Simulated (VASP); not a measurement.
# Be3S2 (P4/mmm) in VASP: a series of runs

Be3S2 is run at these levels: PBE; tasks: relaxation of cell and atoms, single point.

Everything below comes from runs of VASP 6.6.1. Logs are shortened: lines on timing, memory, paths and dates and some standing lists are left out, and cuts for length are marked.

**1. The cell of the first run**

The structure is tetragonal, space group P4/mmm (No. 123). Conventional cell: a = 2.300 Å, b = 2.300 Å, c = 6.900 Å, α = 90.00°, β = 90.00°, γ = 90.00°. Within 2.6 Å of Be (site symmetry 4mm) lie 4 S at 1.99 Å and 6 Be at 2.30 Å. Within 2.6 Å of Be (site symmetry 4/mmm) lie 8 S at 1.99 Å and 6 Be at 2.30 Å. S (site symmetry 4mm) has 8 Be at 1.99 Å and 5 S at 2.30 Å within 2.6 Å.

**2. Relaxation of cell and atoms, PBE**

Input file INCAR:

```
SYSTEM = Be3S2
ALGO = Normal
EDIFF = 1E-6
EDIFFG = -0.04
ENCUT = 600
GGA = PE
IBRION = 2
ISIF = 3
ISMEAR = 0
LASPH = .True.
LCHARG = .False.
LREAL = .False.
LWAVE = .False.
NELM = 60
NSW = 90
PREC = Accurate
SIGMA = 0.1
```

Input file KPOINTS:

```
k-points
0
Gamma
  8 8 4
  0 0 0
```

Input file POSCAR:

```
Be3S2
1.0
    2.3001181000      0.0000000000      0.0000000000
    0.0000000000      2.3001181000      0.0000000000
    0.0000000000      0.0000000000      6.9003543100
Be S
3 2
Direct
    0.0000000000      0.0000000000      0.6666666700
    0.0000000000      0.0000000000      0.0000000000
    0.0000000000      0.0000000000      0.3333333300
    0.5000000000      0.5000000000      0.8333333300
    0.5000000000      0.5000000000      0.1666666700
```

Potentials or basis: VASP PAW PBE potentials, release 64 (Be, S).

The run is started by

```bash
cat potpaw_PBE.64/Be/POTCAR potpaw_PBE.64/S/POTCAR > POTCAR
mpirun -np 1 vasp_std > vasp.out
```

OUTCAR:

```text
SYSTEM = Be3S2
   EDIFF = 1E-6
   EDIFFG = -0.04
   ENCUT = 600
   GGA = PE
   IBRION = 2
   ISIF = 3
   ISMEAR = 0
   LASPH = .True.
   LREAL = .False.
   NELM = 60
   NSW = 90
   PREC = Accurate

 ion  position               nearest neighbor table
   1  0.000  0.000  0.667-   4 1.99   4 1.99   4 1.99   4 1.99   2 2.30   3 2.30
   2  0.000  0.000  0.000-   4 1.99   5 1.99   4 1.99   5 1.99   4 1.99   5 1.99   4 1.99   5 1.99
                             1 2.30   3 2.30
   3  0.000  0.000  0.333-   5 1.99   5 1.99   5 1.99   5 1.99   2 2.30   1 2.30
   4  0.500  0.500  0.833-   1 1.99   1 1.99   1 1.99   1 1.99   2 1.99   2 1.99   2 1.99   2 1.99
                             5 2.30
   5  0.500  0.500  0.167-   3 1.99   3 1.99   3 1.99   3 1.99   2 1.99   2 1.99   2 1.99   2 1.99
                             4 2.30

  LATTYP: Found a simple tetragonal cell.
 ALAT       =     2.3001181000
 C/A-ratio  =     3.0000000043

  Lattice vectors:

 A1 = (   2.3001181000,   0.0000000000,   0.0000000000)
 A2 = (   0.0000000000,   2.3001181000,   0.0000000000)
 A3 = (   0.0000000000,   0.0000000000,   6.9003543100)

Analysis of symmetry for initial positions (statically):
=====================================================================
 Subroutine PRICEL returns:
 Original cell was already a primitive cell.

 Routine SETGRP: Setting up the symmetry group for a
 simple tetragonal supercell.

 Subroutine GETGRP returns: Found 16 space group operations
 (whereof 16 operations were pure point group operations)
 out of a pool of 16 trial point group operations.

The static configuration has the point symmetry D_4h.

Analysis of symmetry for dynamics (positions and initial velocities):
=====================================================================
 Subroutine PRICEL returns:
 Original cell was already a primitive cell.

 Routine SETGRP: Setting up the symmetry group for a
 simple tetragonal supercell.

 Subroutine GETGRP returns: Found 16 space group operations
 (whereof 16 operations were pure point group operations)
 out of a pool of 16 trial point group operations.

The dynamic configuration has the point symmetry D_4h.

 Subroutine INISYM returns: Found 16 space group operations
 (whereof 16 operations are pure point group operations),
 and found     1 'primitive' translations

----------------------------------------------------------------------------------------

                                     Primitive cell

  volume of cell :      36.5066

  direct lattice vectors                    reciprocal lattice vectors
     2.300118100  0.000000000  0.000000000     0.434760285  0.000000000  0.000000000
     0.000000000  2.300118100  0.000000000     0.000000000  0.434760285  0.000000000
     0.000000000  0.000000000  6.900354310     0.000000000  0.000000000  0.144920095

  length of vectors
     2.300118100  2.300118100  6.900354310     0.434760285  0.434760285  0.144920095

  position of ions in fractional coordinates (direct lattice)
     0.000000000  0.000000000  0.666666670
     0.000000000  0.000000000  0.000000000
     0.000000000  0.000000000  0.333333330
     0.500000000  0.500000000  0.833333330
     0.500000000  0.500000000  0.166666670

  ion indices of the primitive-cell ions
   primitive index   ion index
                 1           1
                 2           2
                 3           3
                 4           4
                 5           5

----------------------------------------------------------------------------------------

 KPOINTS: k-points

Automatic generation of k-mesh.
 Grid dimensions read from file:
 generate k-points for:    8    8    4

 Generating k-lattice:

  Cartesian coordinates                     Fractional coordinates (reciprocal lattice)
     0.054345036  0.000000000  0.000000000     0.125000000  0.000000000  0.000000000
     0.000000000  0.054345036  0.000000000     0.000000000  0.125000000  0.000000000
     0.000000000  0.000000000  0.036230024     0.000000000  0.000000000  0.250000000

  Length of vectors
     0.054345036  0.054345036  0.036230024

  Shift w.r.t. Gamma in fractional coordinates (k-lattice)
     0.000000000  0.000000000  0.000000000

 Subroutine IBZKPT returns following result:
 ===========================================

 Found     45 irreducible k-points:

 Following reciprocal coordinates:
            Coordinates               Weight
  0.000000  0.000000  0.000000      1.000000
  0.125000  0.000000  0.000000      4.000000
  0.250000  0.000000  0.000000      4.000000
  0.375000  0.000000  0.000000      4.000000
  0.500000  0.000000  0.000000      2.000000
  0.125000  0.125000  0.000000      4.000000
[... 16 lines left out ...]
  0.375000  0.125000  0.250000     16.000000
  0.500000  0.125000  0.250000      8.000000
 [... further k-points ...]
   k-points           NKPTS =     45   k-points in BZ     NKDIM =     45   number of bands    NBANDS=     13
[... 17 lines left out ...]
   EDIFF  = 0.1E-05   stopping-criterion for ELM
   LREAL  =      F    real-space projection
   EDIFFG = -.4E-01   stopping-criterion for IOM
   NSW    =     90    number of steps for IOM
   IBRION =      2    ionic relax: 0-MD 1-quasi-New 2-CG
   NFREE  =      1    steps in history (QN), initial steepest desc. (CG)
   ISIF   =      3    stress and relaxation
   ISYM   =      2    0-nonsym 1-usesym 2-fastsym
   POTIM  = 0.5000    time-step for ionic-motion
   TEBEG  =    0.0;   TEEND  =   0.0 temperature during run
   PSTRESS=    0.0 pullay stress
   NELECT =      18.0000    total number of electrons
   NUPDOWN=      -1.0000    fix difference up-down
   EMIN   =  10.00;   EMAX   =-10.00  energy-range for DOS
   EFERMI =   0.00;   METHOD = LEGACY
   ISMEAR =     0;   SIGMA  =   0.10  broadening in eV -4-tet -1-fermi 0-gaus
   EFERMI_NEDOS =   21; number of points for ismear=-14 and -15
   IALGO  =     38    algorithm
   IMIX   =      4    mixing-type and parameters
     AMIX     =   0.40;   BMIX     =  1.00
     AMIX_MAG =   1.60;   BMIX_MAG =  1.00
  volume/ion in A,a.u.               =       7.30        49.27
  Fermi-wavevector in a.u.,A,eV,Ry     =   1.293327  2.444034 22.758404  1.672696
  Thomas-Fermi vector in A             =   2.424980
   LORBIT       =      0    0 simple, 1 ext, 2 COOP (PROOUT), +10 PAW based schemes
   GGA     = PE    functional components
   LHFCALC =     F    Hartree Fock is set to
   AEXX    =    0.0000 exact exchange contribution
   IVDW    =     0    specifies the selected vdW correction
   LEPSILON=     F    determine dielectric tensor
   LRPA    =     F    only Hartree local field effects (RPA)
 conjugate gradient relaxation of ions
 non-spin polarized calculation
 Gauss-broadening in eV      SIGMA  =   0.10
  energy-cutoff  :      600.00
  volume of cell :       36.51
 maximum number of plane-waves:      1255
   NGX =  9   NGY =  9   NGZ = 27

--------------------------------------- Ionic step        1  -------------------------------------------

 number of electron      17.9999996 magnetization

 Free energy of the ion-electron system (eV)
  ---------------------------------------------------
  ext. energy  EPLUGINS =         0.00000000
  ---------------------------------------------------
  free energy    TOTEN  =        -8.32917548 eV

  energy without entropy =       -8.32388417  energy(sigma->0) =       -8.32652982

 E-fermi :  13.4386     XC(G=0): -12.4515

 val. band max:       13.3139126716   @ k =   0.3750   0.1250   0.2500
 cond. band min:      13.4420945182   @ k =   0.5000   0.1250   0.0000
 fundamental gap:      0.1281818466
 Fermi energy:        13.4386097866

 k-point     1 :       0.0000    0.0000    0.0000
  band No.  band energies     occupation
      1      -9.6405      2.00000
      2      -7.5856      2.00000
      3       0.2804      2.00000
      4       5.8395      2.00000
      5       7.7766      2.00000
      6      12.3635      2.00000
      7      12.3635      2.00000
      8      14.6765      0.00000
      9      14.6765      0.00000
     10      16.7479      0.00000
     11      18.6369      0.00000
     12      18.6767      0.00000
[... 872 lines left out ...]
  FREE ENERGIE OF THE ION-ELECTRON SYSTEM (eV)
  ---------------------------------------------------
  free  energy   TOTEN  =       -16.9067314494 eV

  energy  without entropy=      -16.8970953707  energy(sigma->0) =      -16.90191341

[... ionic steps 4 to 12 ...]

--------------------------------------- Ionic step       13  -------------------------------------------

 number of electron      17.9999997 magnetization

------------------------ aborting loop because EDIFF is reached ----------------------------------------

  FORCE on cell =-STRESS in cart. coord.  units (eV):
  Direction    XX          YY          ZZ          XY          YZ          ZX
  --------------------------------------------------------------------------------------
  -------------------------------------------------------------------------------------
  Total        0.1279632      0.1279632      0.1182011      0.0000000      0.0000000      0.0000000
  in kB        3.2964042      3.2964042      3.0449263      0.0000000      0.0000000      0.0000000
  external PRESSURE =       3.2125782 kB  Pullay stress =       0.0000000 kB
[... 63 lines left out ...]
  energy  without entropy=      -18.3033955639  energy(sigma->0) =      -18.30578520

--------------------------------------- Ionic step       15  -------------------------------------------

 number of electron      17.9999993 magnetization

 Free energy of the ion-electron system (eV)
  ---------------------------------------------------
  ext. energy  EPLUGINS =         0.00000000
  ---------------------------------------------------
  free energy    TOTEN  =       -18.30899112 eV

  energy without entropy =      -18.30379421  energy(sigma->0) =      -18.30639266

 E-fermi :   6.5690     XC(G=0): -10.2724

 val. band max:        6.5493566726   @ k =   0.3750   0.2500   0.5000
 cond. band min:       6.6182365906   @ k =   0.5000   0.0000   0.5000
 fundamental gap:      0.0688799181
 Fermi energy:         6.5690373436

 k-point     1 :       0.0000    0.0000    0.0000
  band No.  band energies     occupation
      1      -9.1236      2.00000
      2      -8.3053      2.00000
      3      -1.1969      2.00000
      4       3.3265      2.00000
      5       3.8926      2.00000
      6       3.8926      2.00000
      7       4.5885      2.00000
      8       4.5885      2.00000
      9       5.7881      2.00000
     10       8.2699      0.00000
     11       8.3660      0.00000
     12      11.1270      0.00000
[... 401 lines left out ...]
  FREE ENERGIE OF THE ION-ELECTRON SYSTEM (eV)
  ---------------------------------------------------
  free  energy   TOTEN  =       -18.3089911168 eV

  energy  without entropy=      -18.3037942115  energy(sigma->0) =      -18.30639266

 reached required accuracy - stopping structural energy minimisation
```

Wall time 4.2 min (1 thread of AMD EPYC 7R43 (Zen 3), shared host); peak memory 0.12 GiB.

What came out:

- Free energy: -18.3090 eV
- Relaxed volume: 12.56 Å³/atom
- Relaxed cell: a = 3.050 Å, b = 3.050 Å, c = 6.748 Å, α = 90.00°, β = 90.00°, γ = 90.00°
- Space group after relaxing (to 0.05 Å): P4/mmm (No. 123)
- Energy gained by relaxing: 1996.0 meV/atom
- Ionic steps: 15
- Pressure after relaxing: -0.4 GPa
- Largest force after relaxing: 0.038 eV/Å
- Band gap on the k mesh: zero (band 9 reaches 8.31 eV, above the bottom of band 10 at 4.83 eV)

Forces on the atoms (eV/Å):
```
Be   0.000  0.000  0.030
Be   0.000  0.000  0.000
Be   0.000  0.000 -0.030
S    0.000  0.000 -0.038
S    0.000  0.000  0.038
```

Step by step:
```
step  energy change (eV)  largest force (eV/Å)  pressure (GPa)  volume (Å³)
   1              0.0000                4.2609          135.19        36.51
   2             -8.0746                0.5538          -10.97        79.59
   3             -8.5776                0.9308            1.41        63.45
   4             -8.5965                0.7750           -2.68        66.67
   5             -8.6001                0.8116           -1.74        65.86
   6             -9.1132                0.9474           -1.68        65.61
   7             -9.4015                1.4287           -0.99        64.64
   8             -9.8019                0.8805           -1.60        63.65
   9             -9.9088                0.3288            0.03        62.16
  10             -9.9434                0.2569           -0.70        62.61
  11             -9.9443                0.2829           -0.81        62.68
  12             -9.9640                0.1658            1.22        61.87
  13             -9.9767                0.1263            0.32        62.19
  14             -9.9790                0.0802           -0.05        62.49
  15             -9.9798                0.0383           -0.41        62.78
```

Final structure:
```
Be S
1.0
     3.05017    0.00000    0.00000
     0.00000    3.05017    0.00000
     0.00000    0.00000    6.74818
Be S
3 2
Direct
  0.00000 0.00000 0.67149
  0.00000 0.00000 0.00000
  0.00000 0.00000 0.32851
  0.50000 0.50000 0.76293
  0.50000 0.50000 0.23707
```

Levels at points of the mesh, in eV from the Fermi level:
```csv
k point,band 7,band 8,band 9,band 10,band 11,band 12
"(0.00, 0.00, 0.00)",-1.98,-1.98,-0.78,1.70,1.80,4.56
"(0.50, 0.00, 0.00)",-1.76,-0.78,-0.39,2.75,2.87,2.99
"(0.50, 0.50, 0.00)",-3.51,-2.85,-2.05,-0.59,0.16,0.16
"(0.00, 0.00, 0.50)",-2.25,-2.25,1.01,1.29,2.53,4.92
"(0.50, 0.00, 0.50)",-1.61,-0.67,-0.52,0.05,3.79,3.89
"(0.50, 0.50, 0.50)",-2.70,-2.69,-2.29,-1.74,0.70,1.14
```

Caveat: the volume moved by over 15 % at a fixed basis, so the end points are rough.

**3. Single point, PBE**

This run uses another cell than the first one, of 12.52 Å³/atom, 1.715 times its volume.

Input file INCAR:

```
SYSTEM = Be3S2
PREC = Accurate
ENCUT = 520
EDIFF = 1E-6
ISMEAR = 0
SIGMA = 0.1
LREAL = .FALSE.
LASPH = .TRUE.
NELM = 80
ALGO = Normal
ISIF = 2
LWAVE = .FALSE.
LCHARG = .FALSE.
GGA = PE
NBANDS = 17
```

Input file KPOINTS:

```
Automatic mesh
0
G
  12 12 6
  0 0 0
```

Input file POSCAR:

```
Be3S2
1.0
    3.0534547423      0.0000000000      0.0000000000
    0.0000000000      3.0534547423      0.0000000000
    0.0000000000      0.0000000000      6.7159431194
Be S
3 2
Direct
    0.0000000000      0.0000000000      0.6739658112
    0.0000000000      0.0000000000      0.0000000000
    0.0000000000      0.0000000000      0.3260341888
    0.5000000000      0.5000000000      0.7598978859
    0.5000000000      0.5000000000      0.2401021141
```

Potentials or basis: VASP PAW PBE potentials, release 64 (Be, S).

The run is started by

```bash
cat potpaw_PBE.64/Be/POTCAR potpaw_PBE.64/S/POTCAR > POTCAR
mpirun -np 1 vasp_std > vasp.out
```

Wall time 1.8 min (1 thread of AMD EPYC 7R43 (Zen 3), shared host); peak memory 0.2 GiB.

Results (log left out):

```yaml
Free_energy: -18.3138 eV
Pressure: 0.0 GPa
Largest_force: 0.008 eV/Å
Band_gap_on_the_k_mesh: zero (band 9 reaches 8.38 eV, above the bottom of band 10 at 4.64 eV)
```

Forces on the atoms (eV/Å):
```
Be   0.000  0.000 -0.008
Be   0.000  0.000  0.000
Be   0.000  0.000  0.008
S    0.000  0.000  0.003
S    0.000  0.000 -0.003
```

Levels at points of the mesh, in eV from the Fermi level:
```tsv
k point	band 7	band 8	band 9	band 10	band 11	band 12
(0.00, 0.00, 0.00)	-2.03	-2.03	-0.68	1.79	1.80	4.54
(0.50, 0.00, 0.00)	-1.71	-0.81	-0.42	2.77	2.77	3.09
(0.50, 0.50, 0.00)	-3.50	-2.85	-2.04	-0.57	0.22	0.22
(0.00, 0.00, 0.50)	-2.31	-2.31	1.03	1.30	2.66	4.93
(0.50, 0.00, 0.50)	-1.61	-0.68	-0.56	0.03	3.78	3.83
(0.50, 0.50, 0.50)	-2.69	-2.60	-2.30	-1.80	0.68	1.20
```

**4. Relaxation of cell and atoms, PBE**

This run uses another cell than the first one, of 12.50 Å³/atom, 1.712 times its volume.

Input file INCAR:

```
SYSTEM = Be3S2
ALGO = Normal
EDIFF = 1E-6
EDIFFG = -0.01
ENCUT = 600
GGA = PE
IBRION = 2
ISIF = 3
ISMEAR = 0
LASPH = .TRUE.
LCHARG = .FALSE.
LREAL = .FALSE.
LWAVE = .FALSE.
NELM = 100
NSW = 100
PREC = Accurate
SIGMA = 0.1
```

Input file KPOINTS:

```
k-points
0
G
  12 12 6
  0 0 0
```

Input file POSCAR:

```
Be3S2
1.0
    3.0440629431      0.0000000000      0.0000000000
    0.0000000000      3.0440629431      0.0000000000
    0.0000000000      0.0000000000      6.7433072998
Be S
3 2
Direct
    0.0000000000      0.0000000000      0.6725705816
    0.0000000000      0.0000000000      0.0000000000
    0.0000000000      0.0000000000      0.3274294184
    0.5000000000      0.5000000000      0.7617235629
    0.5000000000      0.5000000000      0.2382764371
```

The run is started by

```bash
cat potpaw_PBE.64/Be/POTCAR potpaw_PBE.64/S/POTCAR > POTCAR
mpirun -np 1 vasp_std > vasp.out
```

It took 4.1 min on 1 thread of AMD EPYC 7R43 (Zen 3), shared host; peak memory 0.21 GiB.

It converged, with:

- Free energy: -18.3144 eV
- Relaxed volume: 12.51 Å³/atom
- Relaxed cell: a = 3.052 Å, b = 3.052 Å, c = 6.712 Å, α = 90.00°, β = 90.00°, γ = 90.00°
- Space group after relaxing (to 0.05 Å): P4/mmm (No. 123)
- Energy gained by relaxing: 0.4 meV/atom
- Ionic steps: 6
- Pressure after relaxing: 0.1 GPa
- Largest force after relaxing: 0.010 eV/Å
- Band gap on the k mesh: zero (band 9 reaches 8.39 eV, above the bottom of band 10 at 4.67 eV)

Forces in eV/Å, atoms in the order of the input:
```
Be   0.000  0.000 -0.004
Be   0.000  0.000  0.000
Be   0.000  0.000  0.004
S    0.000  0.000 -0.010
S    0.000  0.000  0.010
```

Step by step:
```csv
step,energy change (eV),largest force (eV/Å),pressure (GPa),volume (Å³)
1,0.0000,0.0518,0.21,62.49
2,-0.0015,0.0393,-0.10,62.63
3,-0.0015,0.0421,-0.15,62.65
4,-0.0018,0.0338,-0.02,62.56
5,-0.0019,0.0238,0.17,62.45
6,-0.0021,0.0098,0.08,62.53
```

Final structure:
```
Be S
1.0
     3.05237    0.00000    0.00000
     0.00000    3.05237    0.00000
     0.00000    0.00000    6.71174
Be S
3 2
Direct
  0.00000 0.00000 0.67372
  0.00000 0.00000 0.00000
  0.00000 0.00000 0.32628
  0.50000 0.50000 0.76034
  0.50000 0.50000 0.23966
```

Levels at points of the mesh, in eV from the Fermi level:
```csv
k point,band 6,band 7,band 8,band 9,band 10,band 11,band 12,band 13
"(0.00, 0.00, 0.00)",-2.71,-2.02,-2.02,-0.68,1.78,1.81,4.54,5.20
"(0.50, 0.00, 0.00)",-2.64,-1.70,-0.81,-0.41,2.78,2.79,3.10,3.38
"(0.50, 0.50, 0.00)",-6.22,-3.51,-2.85,-2.04,-0.56,0.22,0.22,0.43
"(0.00, 0.00, 0.50)",-2.49,-2.30,-2.30,1.03,1.31,2.66,4.93,5.26
"(0.50, 0.00, 0.50)",-3.38,-1.61,-0.68,-0.55,0.05,3.79,3.83,4.17
"(0.50, 0.50, 0.50)",-6.65,-2.69,-2.62,-2.30,-1.78,0.68,1.20,1.20
```

**5. The runs side by side**

| task | cell | k mesh | cutoff (eV) | gap on the mesh (eV) | pressure (GPa) | relaxed volume (Å³/atom) | largest force (eV/Å) |
| --- | --- | --- | --- | --- | --- | --- | --- |
| relaxation of cell and atoms | relaxed from a = 2.300, b = 2.300, c = 6.900 Å, 5 atoms | 8 × 8 × 4 | 600 | none | -0.4 | 12.56 | 0.04 |
| single point | a = 3.053, b = 3.053, c = 6.716 Å, 5 atoms | 12 × 12 × 6 | 520 | none | 0.0 | - | 0.01 |
| relaxation of cell and atoms | relaxed from a = 3.044, b = 3.044, c = 6.743 Å, 5 atoms | 12 × 12 × 6 | 600 | none | 0.1 | 12.51 | 0.01 |

Alike in all rows: level PBE; potentials or basis VASP PAW PBE potentials, release 64 (Be, S); no spin polarisation; smearing gaussian 0.1 eV.

Caveats: the volume moved by over 15 % at a fixed basis, so the end points are rough (some runs).

Total energies depend on the potentials used, so only differences within one code and one set of settings carry meaning.
